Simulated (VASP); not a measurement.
A run of VASP 6.6.1:

File INCAR:

```
ALGO = Normal
EDIFF = 1E-6
ENCUT = 520
GGA = PE
ISIF = 2
ISMEAR = -1
LASPH = True
LCHARG = True
LELF = True
LREAL = False
LVHAR = True
LWAVE = False
NBANDS = 10
NELM = 60
PREC = Accurate
SIGMA = 0.1
```

File KPOINTS:

```
k-points
0
Gamma
  14 14 13
```

The input POSCAR:

```
Cl
1.0
    3.8223296777      0.0000000000      0.0000000000
   -1.9111648388      3.3102346025      0.0000000000
    0.0000000000      0.0000000000      2.3082417381
Cl
1
Direct
    0.0000000000      0.0000000000      0.0000000000
```

Potentials or basis: VASP PAW PBE potentials, release 64 (Cl).

Run with:

```bash
$ cat potpaw_PBE.64/Cl/POTCAR > POTCAR
$ mpirun -np 1 vasp_std > vasp.out
```

Hardware: 1 thread of Intel(R) Xeon(R) 6975P-C (Granite Rapids), with other jobs on the host.

Estimate the wall time of this run.

Run time: 27 s on 1 thread of Intel(R) Xeon(R) 6975P-C (Granite Rapids), on a shared host, peak memory 0.16 GiB. Counts: scf iterations 11, k points 168.
